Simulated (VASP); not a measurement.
# AlN (R-3m) in VASP: a series of runs

AlN is run at these levels: PBEsol; tasks: single point.

All numbers are computed with VASP 6.6.1; they aren't measurements. Logs are shortened: lines on timing, memory, paths and dates and some standing lists are left out, and cuts for length are marked.

## (1) The cell of the first run

The structure is trigonal, space group R-3m (No. 166). The conventional cell has a = 2.761 Å, b = 2.761 Å, c = 6.934 Å, α = 90.00°, β = 90.00°, γ = 120.00°. Al (site symmetry -3m) has 6 N at 1.97 Å within 2.6 Å. Within 2.6 Å of N (site symmetry -3m) lie 6 Al at 1.97 Å.

## (2) Single point, PBEsol

INCAR

```
  ALGO = Normal
  EDIFF = 1E-6
  ENCUT = 600
  GGA = PS
  GGA_COMPAT = F
  ISIF = 2
  ISMEAR = -1
  LASPH = T
  LCHARG = F
  LREAL = F
  LWAVE = F
  NBANDS = 11
  NELM = 120
  PREC = Accurate
  SIGMA = 0.02
```

KPOINTS

```
k-points
0
Gamma
  8 8 8
```

POSCAR

```
AlN
1.0
    0.0328166667      1.9854083333      1.9854083333
    1.9854083333      0.0328166667      1.9854083333
    1.9854083333      1.9854083333      0.0328166667
Al N
1 1
Direct
    0.0000000000      0.0000000000      0.0000000000
    0.5000000000      0.5000000000      0.5000000000
```

Potentials or basis: VASP PAW PBE potentials, release 64 (Al, N).

Command:

```sh
> cat potpaw_PBE.64/Al/POTCAR potpaw_PBE.64/N/POTCAR > POTCAR
> mpirun -np 1 vasp_std > vasp.out
```

OUTCAR:

```text
EDIFF = 1E-6
   ENCUT = 600
   GGA = PS
   ISIF = 2
   ISMEAR = -1
   LASPH = T
   LREAL = F
   NELM = 120
   PREC = Accurate

 ion  position               nearest neighbor table
   1  0.000  0.000  0.000-   2 1.97   2 1.97   2 1.97   2 1.97   2 1.97   2 1.97
   2  0.500  0.500  0.500-   1 1.97   1 1.97   1 1.97   1 1.97   1 1.97   1 1.97

  LATTYP: Found a trigonal (rhomboedric) cell.
 ALAT       =     2.8079831612
 COS(alpha) =     0.5164583760

  Lattice vectors:

 A1 = (   0.0328166667,   1.9854083333,   1.9854083333)
 A2 = (   1.9854083333,   0.0328166667,   1.9854083333)
 A3 = (   1.9854083333,   1.9854083333,   0.0328166667)

Analysis of symmetry for initial positions (statically):
=====================================================================
 Subroutine PRICEL returns:
 Original cell was already a primitive cell.

 Routine SETGRP: Setting up the symmetry group for a
 trigonal (rhombohedral) supercell.

 Subroutine GETGRP returns: Found 12 space group operations
 (whereof 12 operations were pure point group operations)
 out of a pool of 12 trial point group operations.

The static configuration has the point symmetry D_3d.

Analysis of symmetry for dynamics (positions and initial velocities):
=====================================================================
 Subroutine PRICEL returns:
 Original cell was already a primitive cell.

 Routine SETGRP: Setting up the symmetry group for a
 trigonal (rhombohedral) supercell.

 Subroutine GETGRP returns: Found 12 space group operations
 (whereof 12 operations were pure point group operations)
 out of a pool of 12 trial point group operations.

The dynamic configuration has the point symmetry D_3d.

 Subroutine INISYM returns: Found 12 space group operations
 (whereof 12 operations are pure point group operations),
 and found     1 'primitive' translations

----------------------------------------------------------------------------------------

                                     Primitive cell

  volume of cell :      15.2643

  direct lattice vectors                    reciprocal lattice vectors
     0.032816667  1.985408333  1.985408333    -0.258168858  0.253970990  0.253970990
     1.985408333  0.032816667  1.985408333     0.253970990 -0.258168858  0.253970990
     1.985408333  1.985408333  0.032816667     0.253970990  0.253970990 -0.258168858

  length of vectors
     2.807983161  2.807983161  2.807983161     0.442327579  0.442327579  0.442327579

  position of ions in fractional coordinates (direct lattice)
     0.000000000  0.000000000  0.000000000
     0.500000000  0.500000000  0.500000000

  ion indices of the primitive-cell ions
   primitive index   ion index
                 1           1
                 2           2

----------------------------------------------------------------------------------------

 KPOINTS: k-points

Automatic generation of k-mesh.
 Grid dimensions read from file:
 generate k-points for:    8    8    8

 Generating k-lattice:

  Cartesian coordinates                     Fractional coordinates (reciprocal lattice)
    -0.032271107  0.031746374  0.031746374     0.125000000  0.000000000  0.000000000
     0.031746374 -0.032271107  0.031746374     0.000000000  0.125000000  0.000000000
     0.031746374  0.031746374 -0.032271107     0.000000000  0.000000000  0.125000000

  Length of vectors
     0.055290947  0.055290947  0.055290947

  Shift w.r.t. Gamma in fractional coordinates (k-lattice)
     0.000000000  0.000000000  0.000000000

 Subroutine IBZKPT returns following result:
 ===========================================

 Found     65 irreducible k-points:

 Following reciprocal coordinates:
            Coordinates               Weight
  0.000000  0.000000  0.000000      1.000000
  0.125000  0.000000  0.000000      6.000000
  0.250000  0.000000  0.000000      6.000000
  0.375000 -0.000000 -0.000000      6.000000
  0.500000  0.000000  0.000000      3.000000
  0.125000  0.125000  0.000000      6.000000
[... 16 lines left out ...]
  0.250000  0.125000  0.125000      6.000000
  0.375000  0.125000  0.125000      6.000000
 [... further k-points ...]
   k-points           NKPTS =     65   k-points in BZ     NKDIM =     65   number of bands    NBANDS=     11
   number of dos      NEDOS =    301   number of ions     NIONS =      2
   total plane-waves  NPLWV =  13824
   dimension x,y,z NGX =    24 NGY =   24 NGZ =   24
   dimension x,y,z NGXF=    48 NGYF=   48 NGZF=   48
   ions per type =               1   1
   NGX,Y,Z   is equivalent  to a cutoff of  14.21, 14.21, 14.21 a.u.
   NGXF,Y,Z  is equivalent  to a cutoff of  28.42, 28.42, 28.42 a.u.
 SYSTEM =  unknown system
   PREC   = accura    normal or accurate (medium, high low for compatibility)
   ISTART =      0    job   : 0-new  1-cont  2-samecut
   ICHARG =      2    charge: 1-file 2-atom 10-const
   ISPIN  =      1    spin polarized calculation?
   LNONCOLLINEAR =      F non collinear calculations
   LSORBIT =      F    spin-orbit coupling
   LASPH  =      T    aspherical Exc in radial PAW
   ENCUT  =  600.0 eV  44.10 Ry    6.64 a.u.   5.61  5.61  5.61*2*pi/ulx,y,z
   NELM   =    120;   NELMIN=  2; NELMDL= -5     # of ELM steps
   EDIFF  = 0.1E-05   stopping-criterion for ELM
   LREAL  =      F    real-space projection
   EDIFFG = 0.1E-04   stopping-criterion for IOM
   NSW    =      0    number of steps for IOM
   IBRION =     -1    ionic relax: 0-MD 1-quasi-New 2-CG
   NFREE  =      0    steps in history (QN), initial steepest desc. (CG)
   ISIF   =      2    stress and relaxation
   ISYM   =      2    0-nonsym 1-usesym 2-fastsym
   POTIM  = 0.5000    time-step for ionic-motion
   TEBEG  =    0.0;   TEEND  =   0.0 temperature during run
   PSTRESS=    0.0 pullay stress
   NELECT =       8.0000    total number of electrons
   NUPDOWN=      -1.0000    fix difference up-down
   EMIN   =  10.00;   EMAX   =-10.00  energy-range for DOS
   EFERMI =   0.00;   METHOD = LEGACY
   ISMEAR =    -1;   SIGMA  =   0.02  broadening in eV -4-tet -1-fermi 0-gaus
   EFERMI_NEDOS =   21; number of points for ismear=-14 and -15
   IALGO  =     38    algorithm
   IMIX   =      4    mixing-type and parameters
     AMIX     =   0.40;   BMIX     =  1.00
     AMIX_MAG =   1.60;   BMIX_MAG =  1.00
  volume/ion in A,a.u.               =       7.63        51.50
  Fermi-wavevector in a.u.,A,eV,Ry     =   1.319914  2.494277 23.703717  1.742174
  Thomas-Fermi vector in A             =   2.449778
   LORBIT       =      0    0 simple, 1 ext, 2 COOP (PROOUT), +10 PAW based schemes
   GGA     = PS    functional components
   LHFCALC =     F    Hartree Fock is set to
   AEXX    =    0.0000 exact exchange contribution
   IVDW    =     0    specifies the selected vdW correction
   LEPSILON=     F    determine dielectric tensor
   LRPA    =     F    only Hartree local field effects (RPA)
 non-spin polarized calculation
  energy-cutoff  :      600.00
  volume of cell :       15.26
 maximum number of plane-waves:       531
 NGX is ok and might be reduce to    24
   NGX = 11   NGY = 11   NGZ = 11

 number of electron       8.0000000 magnetization

 Free energy of the ion-electron system (eV)
  ---------------------------------------------------
  ext. energy  EPLUGINS =         0.00000000
  ---------------------------------------------------
  free energy    TOTEN  =       -15.34229391 eV

  energy without entropy =      -15.34229391  energy(sigma->0) =      -15.34229391

 E-fermi :  11.5970     XC(G=0): -12.8318

 val. band max:       11.0828930424   @ k =   0.0000   0.0000   0.0000
 cond. band min:      15.7850663720   @ k =   0.5000   0.5000   0.0000
 fundamental gap:      4.7021733296
 Fermi energy:        11.5969611239

 k-point     1 :       0.0000    0.0000    0.0000
  band No.  band energies     occupation
      1      -7.3436      2.00000
      2      10.7003      2.00000
      3      11.0829      2.00000
      4      11.0829      2.00000
      5      17.7663      0.00000
      6      22.7465      0.00000
      7      23.4951      0.00000
      8      23.4951      0.00000
      9      28.4906      0.00000
     10      29.2383      0.00000
     11      29.2383      0.00000

 k-point     2 :       0.1250    0.0000    0.0000
  band No.  band energies     occupation
      1      -6.9931      2.00000
      2       9.5114      2.00000
      3      10.5368      2.00000
      4      10.8541      2.00000
      5      18.4735      0.00000
      6      22.2193      0.00000
      7      23.3686      0.00000
      8      23.9462      0.00000
      9      27.3493      0.00000
     10      27.6425      0.00000
     11      30.0793      0.00000

 k-point     3 :       0.2500    0.0000    0.0000
  band No.  band energies     occupation
      1      -5.9899      2.00000
      2       6.5010      2.00000
      3      10.0722      2.00000
      4      10.3615      2.00000
      5      18.3294      0.00000
      6      22.8077      0.00000
      7      23.4947      0.00000
      8      23.7887      0.00000
      9      27.3389      0.00000
     10      28.0718      0.00000
     11      29.1318      0.00000

 k-point     4 :       0.3750   -0.0000   -0.0000
  band No.  band energies     occupation
      1      -4.5651      2.00000
      2       3.5641      2.00000
      3       9.6755      2.00000
      4       9.9321      2.00000
      5      17.6230      0.00000
      6      22.6154      0.00000
      7      22.8972      0.00000
      8      24.6161      0.00000
      9      28.0884      0.00000
     10      30.0293      0.00000
     11      30.8662      0.00000

 k-point     5 :       0.5000    0.0000    0.0000
  band No.  band energies     occupation
      1      -3.6632      2.00000
      2       2.1199      2.00000
      3       9.5251      2.00000
      4       9.7684      2.00000
      5      17.3651      0.00000
      6      22.2416      0.00000
      7      22.5378      0.00000
      8      25.4578      0.00000
      9      27.7298      0.00000
     10      32.0578      0.00000
     11      32.9157      0.00000
[... 211 lines left out ...]
 k-point    21 :       0.5000    0.5000    0.0000
  band No.  band energies     occupation
      1      -2.5980      2.00000
      2       2.9561      2.00000
      3       7.7373      2.00000
      4       8.1087      2.00000
      5      15.7851      0.00000
      6      16.4515      0.00000
      7      25.8672      0.00000
      8      29.3526      0.00000
      9      29.4715      0.00000
     10      34.9294      0.00000
     11      38.6159      0.00000

 k-point    22 :       0.1250    0.1250    0.1250
  band No.  band energies     occupation
      1      -7.0097      2.00000
      2       9.1382      2.00000
      3      10.8793      2.00000
      4      10.8793      2.00000
      5      18.6695      0.00000
      6      21.7768      0.00000
      7      23.9919      0.00000
      8      23.9919      0.00000
      9      27.6183      0.00000
     10      27.6183      0.00000
     11      30.3784      0.00000

 k-point    23 :       0.2500    0.1250    0.1250
  band No.  band energies     occupation
      1      -6.4521      2.00000
      2       7.9347      2.00000
      3       9.5463      2.00000
      4      10.7859      2.00000
      5      19.5593      0.00000
      6      21.1343      0.00000
      7      24.0620      0.00000
      8      24.6361      0.00000
      9      25.5273      0.00000
     10      28.2680      0.00000
     11      31.6247      0.00000

 k-point    24 :       0.3750    0.1250    0.1250
  band No.  band energies     occupation
      1      -5.3008      2.00000
      2       5.5772      2.00000
      3       8.4184      2.00000
      4      10.2949      2.00000
      5      19.2261      0.00000
      6      22.1694      0.00000
      7      23.1865      0.00000
      8      23.8090      0.00000
      9      27.2472      0.00000
     10      29.8911      0.00000
     11      31.0687      0.00000

 [... further k-points ...]
[... 5 lines left out ...]
  --------------------------------------------------------------------------------------
  -------------------------------------------------------------------------------------
  Total        2.3599801      2.3599801      2.3599801     -0.5657680     -0.5657680     -0.5657680
  in kB      247.7089896    247.7089896    247.7089896    -59.3843258    -59.3843258    -59.3843258
  external PRESSURE =     247.7089896 kB  Pullay stress =       0.0000000 kB

 VOLUME and BASIS-vectors are now :
 -----------------------------------------------------------------------------
  energy-cutoff  :      600.00
  volume of cell :       15.26
      direct lattice vectors                 reciprocal lattice vectors
     0.032816667  1.985408333  1.985408333    -0.258168858  0.253970990  0.253970990
     1.985408333  0.032816667  1.985408333     0.253970990 -0.258168858  0.253970990
     1.985408333  1.985408333  0.032816667     0.253970990  0.253970990 -0.258168858

 POSITION                                       TOTAL-FORCE (eV/Angst)
 -----------------------------------------------------------------------------------
      0.00000      0.00000      0.00000         0.000000     -0.000000      0.000000
      2.00182      2.00182      2.00182        -0.000000      0.000000     -0.000000
 -----------------------------------------------------------------------------------
    total drift:                               -0.000000     -0.000000      0.000000

  FREE ENERGIE OF THE ION-ELECTRON SYSTEM (eV)
  ---------------------------------------------------
  free  energy   TOTEN  =       -15.3422939103 eV

  energy  without entropy=      -15.3422939103  energy(sigma->0) =      -15.34229391
```

Run time: 18 s. Hardware: 1 thread of Intel Xeon 8259CL, shared host; peak memory 0.14 GiB.

Results:

- Free energy: -15.3423 eV
- Pressure: 24.8 GPa
- Band gap on the k mesh: 4.70 eV (least direct gap 6.68 eV)

Levels at points of the mesh, in eV from the valence-band top:
```csv
k point,band 2,band 3,band 4,band 5,band 6,band 7
"(0.00, 0.00, 0.00)",-0.38,0.00,0.00,6.68,11.66,12.41
"(0.50, 0.00, 0.00)",-8.96,-1.56,-1.31,6.28,11.16,11.45
"(0.50, 0.50, 0.00)",-8.13,-3.35,-2.97,4.70,5.37,14.78
"(0.50, 0.50, 0.50)",-9.21,-1.18,-1.18,6.79,11.84,11.84
```

Caveat: the cell stands under pressure; the PAW data sets were made with another functional, which shifts forces and pressure a little. A k mesh can miss the band edges.

## (3) Single point, PBEsol

INCAR

```
PREC = Accurate
ENCUT = 600
EDIFF = 1E-6
ISMEAR = -1
SIGMA = 0.02
LREAL = F
LASPH = T
NELM = 120
ALGO = Normal
ISIF = 2
LWAVE = F
LCHARG = F
GGA = PS
NBANDS = 11
GGA_COMPAT = F
```

KPOINTS

```
Automatic mesh
0
Gamma
  8 8 8
```

POSCAR

```
AlN
1.0
    0.0656333333      2.0018166667      2.0018166667
    2.0018166667      0.0656333333      2.0018166667
    2.0018166667      2.0018166667      0.0656333333
Al N
1 1
Direct
    0.0000000000      0.0000000000      0.0000000000
    0.5000000000      0.5000000000      0.5000000000
```

Potentials or basis: VASP PAW PBE potentials, release 64 (Al, N).

Command:

```sh
> cat potpaw_PBE.64/Al/POTCAR potpaw_PBE.64/N/POTCAR > POTCAR
> mpirun -np 1 vasp_std > vasp.out
```

It took 16 s on 1 thread of Intel Xeon 8259CL, shared host; peak memory 0.14 GiB.

It converged, with:

| Property | Result |
| --- | --- |
| Free energy | -15.2984 eV |
| Pressure | 25.1 GPa |
| Band gap on the k mesh | 4.31 eV (least direct gap 6.40 eV) |

Stress tensor (GPa, compression positive):
```
 25.14 -12.14 -12.14
-12.14  25.14 -12.14
-12.14 -12.14  25.14
```

Levels at points of the mesh, in eV from the valence-band top:
```tsv
k point	band 1	band 2	band 3	band 4	band 5	band 6	band 7	band 8
(0.00, 0.00, 0.00)	-18.57	-0.78	0.00	0.00	6.40	11.19	12.54	12.54
(0.50, 0.00, 0.00)	-14.83	-9.04	-1.87	-1.38	5.96	10.83	11.36	14.24
(0.50, 0.50, 0.00)	-13.81	-8.26	-3.66	-2.92	4.31	5.50	14.52	18.18
(0.50, 0.50, 0.50)	-15.22	-9.53	-1.12	-1.12	7.03	12.12	12.12	13.58
```

Caveat: the cell stands under pressure; the PAW data sets were made with another functional, which shifts forces and pressure a little.

## (4) Single point, PBEsol

INCAR

```
PREC = Accurate ; ENCUT = 600
EDIFF = 1E-6 ; ISMEAR = -1
SIGMA = 0.02 ; LREAL = F
LASPH = T ; NELM = 120
ALGO = Normal ; ISIF = 2
LWAVE = F ; LCHARG = F
GGA = PS ; NBANDS = 11
GGA_COMPAT = F
```

KPOINTS is that of step 3.

POSCAR

```
AlN
1.0
    0.0984500000      2.0182250000      2.0182250000
    2.0182250000      0.0984500000      2.0182250000
    2.0182250000      2.0182250000      0.0984500000
Al N
1 1
Direct
    0.0000000000      0.0000000000      0.0000000000
    0.5000000000      0.5000000000      0.5000000000
```

Command:

```sh
> cat potpaw_PBE.64/Al/POTCAR potpaw_PBE.64/N/POTCAR > POTCAR
> mpirun -np 1 vasp_std > vasp.out
```

Wall time 19 s (1 thread of Intel Xeon 8259CL, shared host); peak memory 0.14 GiB.

The run converged. Its results:

| Quantity | Value |
| --- | --- |
| Free energy | -15.2244 eV |
| Pressure | 25.8 GPa |
| Band gap on the k mesh | 3.91 eV (least direct gap 6.00 eV) |

Stress tensor (GPa, compression positive):
```
 25.78 -18.60 -18.60
-18.60  25.78 -18.60
-18.60 -18.60  25.78
```

Levels at points of the mesh, in eV from the valence-band top:
| k point | band 1 | band 2 | band 3 | band 4 | band 5 | band 6 | band 7 | band 8 |
| --- | --- | --- | --- | --- | --- | --- | --- | --- |
| (0.00, 0.00, 0.00) | -18.72 | -1.21 | 0.00 | 0.00 | 6.00 | 10.86 | 12.66 | 12.66 |
| (0.50, 0.00, 0.00) | -14.92 | -9.13 | -2.19 | -1.44 | 5.60 | 10.55 | 11.26 | 14.03 |
| (0.50, 0.50, 0.00) | -13.95 | -8.41 | -3.97 | -2.87 | 3.91 | 5.63 | 14.17 | 18.17 |
| (0.50, 0.50, 0.50) | -15.50 | -9.86 | -1.07 | -1.07 | 7.26 | 12.40 | 12.40 | 13.13 |

Caveat: the cell stands under pressure; the PAW data sets were made with another functional, which shifts forces and pressure a little. A k mesh can miss the band edges.

## (5) Summary

```tsv
cell	gap on the mesh (eV)	pressure (GPa)
a = 2.808 Å, angles 58.9°, 2 atoms	4.70	24.8
a = 2.832 Å, angles 57.8°, 2 atoms	4.31	25.1
a = 2.856 Å, angles 56.8°, 2 atoms	3.91	25.8
```

Alike in all rows: task single point; level PBEsol; potentials or basis VASP PAW PBE potentials, release 64 (Al, N); no spin polarisation; k mesh 8 × 8 × 8; cutoff (eV) 600; smearing fermi-dirac 0.02 eV.

Caveats: the cell stands under pressure; the PAW data sets were made with another functional, which shifts forces and pressure a little.

Absolute energies hang on the potentials; compare differences alone.
